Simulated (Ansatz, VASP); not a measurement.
Ta in VASP and in Ansatz

File INCAR:

```
PREC     = Accurate       # precision mode
ENCUT    = 520            # plane-wave cutoff, eV
EDIFF    = 1E-8           # SCF threshold, eV
ISMEAR   = -1             # smearing method
SIGMA    = 0.03           # smearing width, eV
LREAL    = False          # projectors in reciprocal space
LASPH    = True           # aspherical terms in the spheres
NELM     = 80             # most SCF steps
ALGO     = Normal         # electronic algorithm
ISIF     = 2              # what is computed and relaxed
LWAVE    = False          # write WAVECAR
LCHARG   = False          # write CHGCAR
GGA      = CA             # functional
LEFG     = True         
NBANDS   = 18             # bands
```

The input KPOINTS:

```
Automatic mesh
0
Gamma
  9 9 9
```

File POSCAR:

```
Ta
1.0
    0.0000000000      3.0532997162      3.0532997162
    3.0532997162      0.0000000000      3.0532997162
    3.0532997162      3.0532997162      0.0000000000
Ta
2
Direct
    0.0000000000      0.0000000000      0.0000000000
    0.2500000000      0.2500000000      0.2500000000
```

Input for Ansatz:

```yaml
crystal:
  lattice:
    - [0.0, 3.0532997162, 3.0532997162]
    - [3.0532997162, 0.0, 3.0532997162]
    - [3.0532997162, 3.0532997162, 0.0]
  atoms:
    - { symbol: Ta, position: [0.0, 0.0, 0.0] }
    - { symbol: Ta, position: [0.25, 0.25, 0.25] }
kpoints:
  mp_grid: { grid: [9, 9, 9] }
  band_path:
    path:
      - [0.0, 0.0, 0.0]
      - [0.5, 0.0, 0.5]
      - [0.625, 0.25, 0.625]
      - [0.375, 0.375, 0.75]
      - [0.0, 0.0, 0.0]
      - [0.5, 0.5, 0.5]
      - [0.5, 0.25, 0.75]
      - [0.5, 0.0, 0.5]
    npoints: 14
scf:
  occupations: { method: fermi_dirac, width: 0.03 }
  eigensolver: { kind: davidson }
hamiltonian:
  xc: lda
  pseudopotentials: { kind: paw }
output:
  forces: true
  stress: true
  eigenvalues: true
  efg: { contact_densities: true }
  populations: true
  write_density: true
  write_potential: true
  elf: true
  volumetric_format: npy
basis:
  precision: f64
```

Alike in both runs: task electric field gradients; functional LDA; k mesh 9 × 9 × 9; occupations fermi-dirac, width 0.03 eV; no spin polarisation.

```csv
,VASP,Ansatz
version,VASP 6.6.1,Ansatz 0.2.0
potentials or method,"VASP PAW LDA potentials, release 64 (Ta_pv)","PAW with Ansatz's default frozen-core files, scalar-relativistic"
plane-wave cutoff (eV),520,420
valence electrons in the cell,22,26
```

```tsv
	VASP	Ansatz	Ansatz less VASP
gap on the k mesh at the Fermi level (eV)	none	none	-
pressure (GPa)	-5.7	-5.9	-0.18
```

LDA's correlation is that of Perdew and Zunger in VASP and of Perdew and Wang (1992) in Ansatz. A gap of «none» marks a metal or a gap that the smearing closes. VASP's potentials hold 22 valence electrons a cell and Ansatz's 26, so a difference there can come from the potentials and not from the codes.

Spin-orbit coupling is off throughout.
